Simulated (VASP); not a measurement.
# BAs (Pm-3m) in VASP: notebook

BAs is run at these levels: RPBE, revPBE, BLYP, r2SCAN; tasks: single point.

Everything below comes from runs of VASP 6.6.1. Logs are shortened: lines on timing, memory, paths and dates and some standing lists are left out, and cuts for length are marked.

**1. The cell of the first run**

Symmetry: Pm-3m, No. 221, cubic system. The conventional cell has a = 3.236 Å, b = 3.236 Å, c = 3.236 Å, α = 90.00°, β = 90.00°, γ = 90.00°. Within 3.7 Å of B (site symmetry m-3m) lie 8 As at 2.80 Å and 6 B at 3.24 Å. Within 3.7 Å of As (site symmetry m-3m) lie 8 B at 2.80 Å and 6 As at 3.24 Å.

**2. Single point, RPBE**

File INCAR:

```
SYSTEM = BAs
  PREC = Accurate
  ENCUT = 520
  EDIFF = 1E-6
  ISMEAR = -1
  SIGMA = 0.05
  LREAL = .False.
  LASPH = .True.
  NELM = 60
  ALGO = Normal
  ISIF = 2
  LWAVE = .False.
  LCHARG = .False.
  GGA = RP
  NBANDS = 11
```

File KPOINTS:

```
regular mesh
0
Gamma
  8 8 8
  0 0 0
```

File POSCAR:

```
BAs
1.0
    3.2358670400      0.0000000000      0.0000000000
    0.0000000000      3.2358670400      0.0000000000
    0.0000000000      0.0000000000      3.2358670400
B As
1 1
Direct
    0.0000000000      0.0000000000      0.0000000000
    0.5000000000      0.5000000000      0.5000000000
```

Potentials or basis: VASP PAW PBE potentials, release 64 (B, As).

Command:

```bash
$ cat potpaw_PBE.64/B/POTCAR potpaw_PBE.64/As/POTCAR > POTCAR
$ mpirun -np 1 vasp_std > vasp.out
```

OUTCAR:

```text
SYSTEM = BAs
   PREC = Accurate
   ENCUT = 520
   EDIFF = 1E-6
   ISMEAR = -1
   LREAL = .False.
   LASPH = .True.
   NELM = 60
   ISIF = 2
   GGA = RP

 ion  position               nearest neighbor table
   1  0.000  0.000  0.000-
   2  0.500  0.500  0.500-

  LATTYP: Found a simple cubic cell.
 ALAT       =     3.2358670400

  Lattice vectors:

 A1 = (   3.2358670400,   0.0000000000,   0.0000000000)
 A2 = (   0.0000000000,   3.2358670400,   0.0000000000)
 A3 = (   0.0000000000,   0.0000000000,   3.2358670400)

Analysis of symmetry for initial positions (statically):
=====================================================================
 Subroutine PRICEL returns:
 Original cell was already a primitive cell.

 Routine SETGRP: Setting up the symmetry group for a
 simple cubic supercell.

 Subroutine GETGRP returns: Found 48 space group operations
 (whereof 48 operations were pure point group operations)
 out of a pool of 48 trial point group operations.

The static configuration has the point symmetry O_h .

Analysis of symmetry for dynamics (positions and initial velocities):
=====================================================================
 Subroutine PRICEL returns:
 Original cell was already a primitive cell.

 Routine SETGRP: Setting up the symmetry group for a
 simple cubic supercell.

 Subroutine GETGRP returns: Found 48 space group operations
 (whereof 48 operations were pure point group operations)
 out of a pool of 48 trial point group operations.

The dynamic configuration has the point symmetry O_h .

 Subroutine INISYM returns: Found 48 space group operations
 (whereof 48 operations are pure point group operations),
 and found     1 'primitive' translations

----------------------------------------------------------------------------------------

                                     Primitive cell

  volume of cell :      33.8822

  direct lattice vectors                    reciprocal lattice vectors
     3.235867040  0.000000000  0.000000000     0.309036183  0.000000000  0.000000000
     0.000000000  3.235867040  0.000000000     0.000000000  0.309036183  0.000000000
     0.000000000  0.000000000  3.235867040     0.000000000  0.000000000  0.309036183

  length of vectors
     3.235867040  3.235867040  3.235867040     0.309036183  0.309036183  0.309036183

  position of ions in fractional coordinates (direct lattice)
     0.000000000  0.000000000  0.000000000
     0.500000000  0.500000000  0.500000000

  ion indices of the primitive-cell ions
   primitive index   ion index
                 1           1
                 2           2

----------------------------------------------------------------------------------------

 KPOINTS: regular mesh

Automatic generation of k-mesh.
 Grid dimensions read from file:
 generate k-points for:    8    8    8

 Generating k-lattice:

  Cartesian coordinates                     Fractional coordinates (reciprocal lattice)
     0.038629523  0.000000000  0.000000000     0.125000000  0.000000000  0.000000000
     0.000000000  0.038629523  0.000000000     0.000000000  0.125000000  0.000000000
     0.000000000  0.000000000  0.038629523     0.000000000  0.000000000  0.125000000

  Length of vectors
     0.038629523  0.038629523  0.038629523

  Shift w.r.t. Gamma in fractional coordinates (k-lattice)
     0.000000000  0.000000000  0.000000000

 Subroutine IBZKPT returns following result:
 ===========================================

 Found     35 irreducible k-points:

 Following reciprocal coordinates:
            Coordinates               Weight
  0.000000  0.000000  0.000000      1.000000
  0.125000  0.000000  0.000000      6.000000
  0.250000  0.000000  0.000000      6.000000
  0.375000  0.000000  0.000000      6.000000
  0.500000  0.000000  0.000000      3.000000
  0.125000  0.125000  0.000000     12.000000
[... 16 lines left out ...]
  0.375000  0.375000  0.125000     24.000000
  0.500000  0.375000  0.125000     24.000000
 [... further k-points ...]
   k-points           NKPTS =     35   k-points in BZ     NKDIM =     35   number of bands    NBANDS=     11
   number of dos      NEDOS =    301   number of ions     NIONS =      2
   total plane-waves  NPLWV =  13824
   dimension x,y,z NGX =    24 NGY =   24 NGZ =   24
   dimension x,y,z NGXF=    48 NGYF=   48 NGZF=   48
   ions per type =               1   1
   NGX,Y,Z   is equivalent  to a cutoff of  12.33, 12.33, 12.33 a.u.
   NGXF,Y,Z  is equivalent  to a cutoff of  24.66, 24.66, 24.66 a.u.
 SYSTEM =  BAs
   PREC   = accura    normal or accurate (medium, high low for compatibility)
   ISTART =      0    job   : 0-new  1-cont  2-samecut
   ICHARG =      2    charge: 1-file 2-atom 10-const
   ISPIN  =      1    spin polarized calculation?
   LNONCOLLINEAR =      F non collinear calculations
   LSORBIT =      F    spin-orbit coupling
   LASPH  =      T    aspherical Exc in radial PAW
   ENCUT  =  520.0 eV  38.22 Ry    6.18 a.u.   6.02  6.02  6.02*2*pi/ulx,y,z
   NELM   =     60;   NELMIN=  2; NELMDL= -5     # of ELM steps
   EDIFF  = 0.1E-05   stopping-criterion for ELM
   LREAL  =      F    real-space projection
   EDIFFG = 0.1E-04   stopping-criterion for IOM
   NSW    =      0    number of steps for IOM
   IBRION =     -1    ionic relax: 0-MD 1-quasi-New 2-CG
   NFREE  =      0    steps in history (QN), initial steepest desc. (CG)
   ISIF   =      2    stress and relaxation
   ISYM   =      2    0-nonsym 1-usesym 2-fastsym
   POTIM  = 0.5000    time-step for ionic-motion
   TEBEG  =    0.0;   TEEND  =   0.0 temperature during run
   PSTRESS=    0.0 pullay stress
   NELECT =       8.0000    total number of electrons
   NUPDOWN=      -1.0000    fix difference up-down
   EMIN   =  10.00;   EMAX   =-10.00  energy-range for DOS
   EFERMI =   0.00;   METHOD = LEGACY
   ISMEAR =    -1;   SIGMA  =   0.05  broadening in eV -4-tet -1-fermi 0-gaus
   EFERMI_NEDOS =   21; number of points for ismear=-14 and -15
   IALGO  =     38    algorithm
   IMIX   =      4    mixing-type and parameters
     AMIX     =   0.40;   BMIX     =  1.00
     AMIX_MAG =   1.60;   BMIX_MAG =  1.00
  volume/ion in A,a.u.               =      16.94       114.32
  Fermi-wavevector in a.u.,A,eV,Ry     =   1.011845  1.912111 13.930068  1.023831
  Thomas-Fermi vector in A             =   2.144919
   LORBIT       =      0    0 simple, 1 ext, 2 COOP (PROOUT), +10 PAW based schemes
   GGA     = RP    functional components
   LHFCALC =     F    Hartree Fock is set to
   AEXX    =    0.0000 exact exchange contribution
   IVDW    =     0    specifies the selected vdW correction
   LEPSILON=     F    determine dielectric tensor
   LRPA    =     F    only Hartree local field effects (RPA)
 non-spin polarized calculation
  energy-cutoff  :      520.00
  volume of cell :       33.88
 maximum number of plane-waves:       932
   NGX = 13   NGY = 13   NGZ = 13

 number of electron       8.0000000 magnetization

 Free energy of the ion-electron system (eV)
  ---------------------------------------------------
  ext. energy  EPLUGINS =         0.00000000
  ---------------------------------------------------
  free energy    TOTEN  =        -7.20629834 eV

  energy without entropy =       -7.19767416  energy(sigma->0) =       -7.20198625

 E-fermi :   4.2964     XC(G=0): -10.1701

 val. band max:        4.1775479672   @ k =   0.3750   0.2500   0.1250
 cond. band min:       4.3844466727   @ k =   0.3750   0.1250   0.1250
 fundamental gap:      0.2068987055
 Fermi energy:         4.2963635635

 k-point     1 :       0.0000    0.0000    0.0000
  band No.  band energies     occupation
      1      -8.9980      2.00000
      2       1.9498      2.00000
      3       3.7672      1.99995
      4       3.7672      1.99995
      5       3.7672      1.99995
      6      10.1898      0.00000
      7      10.1898      0.00000
      8      11.0508      0.00000
      9      11.0508      0.00000
     10      11.0508      0.00000
     11      20.7459      0.00000

 k-point     2 :       0.1250    0.0000    0.0000
  band No.  band energies     occupation
      1      -8.8120      2.00000
      2       0.8636      2.00000
      3       3.9618      1.99752
      4       3.9618      1.99752
      5       4.0591      1.98275
      6      10.3981      0.00000
      7      10.4496      0.00000
      8      10.6481      0.00000
      9      10.6481      0.00000
     10      11.5966      0.00000
     11      20.2537      0.00000

 k-point     3 :       0.2500    0.0000    0.0000
  band No.  band energies     occupation
      1      -8.2760      2.00000
      2      -1.1004      2.00000
      3       4.5376      0.01594
      4       4.5376      0.01594
      5       4.6203      0.00307
      6       9.2698      0.00000
      7       9.5703      0.00000
      8       9.5703      0.00000
      9      11.0150      0.00000
     10      14.4997      0.00000
     11      18.2302      0.00000

 k-point     4 :       0.3750    0.0000    0.0000
  band No.  band energies     occupation
      1      -7.5049      2.00000
      2      -2.8923      2.00000
      3       5.4278      0.00000
      4       5.4650      0.00000
      5       5.4650      0.00000
      6       7.8816      0.00000
      7       8.1567      0.00000
      8       8.1567      0.00000
      9      11.9885      0.00000
     10      15.9604      0.00000
     11      17.7612      0.00000
[... 239 lines left out ...]
 k-point    22 :       0.5000    0.2500    0.1250
  band No.  band energies     occupation
      1      -6.1789      2.00000
      2      -2.7618      2.00000
      3       2.0358      2.00000
      4       3.0442      2.00000
      5       5.3917      0.00000
      6       6.1256      0.00000
      7       9.3837      0.00000
      8       9.5371      0.00000
      9      15.7788      0.00000
     10      16.2905      0.00000
     11      17.4449      0.00000

 k-point    23 :       0.3750    0.3750    0.1250
  band No.  band energies     occupation
      1      -5.9420      2.00000
      2      -1.5310      2.00000
      3      -0.0545      2.00000
      4       2.3751      2.00000
      5       5.2517      0.00000
      6       7.2437      0.00000
      7       8.9884      0.00000
      8       9.3236      0.00000
      9      15.6548      0.00000
     10      16.4558      0.00000
     11      16.9563      0.00000

 k-point    24 :       0.5000    0.3750    0.1250
  band No.  band energies     occupation
      1      -5.5287      2.00000
      2      -1.7925      2.00000
      3       0.2901      2.00000
      4       1.1837      2.00000
      5       6.0262      0.00000
      6       6.6847      0.00000
      7       9.0943      0.00000
      8       9.1575      0.00000
      9      15.6841      0.00000
     10      15.9598      0.00000
     11      17.2859      0.00000

 [... further k-points ...]

------------------------ aborting loop because EDIFF is reached ----------------------------------------

  FORCE on cell =-STRESS in cart. coord.  units (eV):
  Direction    XX          YY          ZZ          XY          YZ          ZX
  --------------------------------------------------------------------------------------
  -------------------------------------------------------------------------------------
  Total       -2.8428210     -2.8428210     -2.8428210     -0.0000000     -0.0000000      0.0000000
  in kB     -134.4274890   -134.4274890   -134.4274890     -0.0000000     -0.0000000      0.0000000
  external PRESSURE =    -134.4274890 kB  Pullay stress =       0.0000000 kB

 VOLUME and BASIS-vectors are now :
 -----------------------------------------------------------------------------
  energy-cutoff  :      520.00
  volume of cell :       33.88
      direct lattice vectors                 reciprocal lattice vectors
     3.235867040  0.000000000  0.000000000     0.309036183  0.000000000  0.000000000
     0.000000000  3.235867040  0.000000000     0.000000000  0.309036183  0.000000000
     0.000000000  0.000000000  3.235867040     0.000000000  0.000000000  0.309036183

 POSITION                                       TOTAL-FORCE (eV/Angst)
 -----------------------------------------------------------------------------------
      0.00000      0.00000      0.00000         0.000000      0.000000      0.000000
      1.61793      1.61793      1.61793         0.000000      0.000000      0.000000
 -----------------------------------------------------------------------------------
    total drift:                                0.000000     -0.000000     -0.000000

  FREE ENERGIE OF THE ION-ELECTRON SYSTEM (eV)
  ---------------------------------------------------
  free  energy   TOTEN  =        -7.2062983421 eV

  energy  without entropy=       -7.1976741631  energy(sigma->0) =       -7.20198625
```

Run time: 15 s. Hardware: 1 thread of AMD EPYC 7R13, shared host; peak memory 0.11 GiB.

What came out:

```
Free energy            : -7.2063 eV
Pressure               : -13.4 GPa
Band gap on the k mesh : zero (band 4 reaches 6.52 eV, above the bottom of band 5 at 2.09 eV)
```

Levels at points of the mesh, in eV from the Fermi level:
| k point | band 2 | band 3 | band 4 | band 5 | band 6 | band 7 |
| --- | --- | --- | --- | --- | --- | --- |
| (0.00, 0.00, 0.00) | -2.35 | -0.53 | -0.53 | -0.53 | 5.89 | 5.89 |
| (0.50, 0.00, 0.00) | -8.04 | 1.99 | 2.23 | 2.23 | 2.51 | 2.61 |
| (0.50, 0.50, 0.00) | -4.97 | -4.97 | -4.92 | 3.35 | 3.50 | 5.56 |
| (0.50, 0.50, 0.50) | -3.14 | -2.21 | -2.21 | -2.21 | -0.91 | -0.91 |

Caveat: the PAW data sets were made with another functional, which shifts forces and pressure a little.

(Part 1 of 2 ends here.)
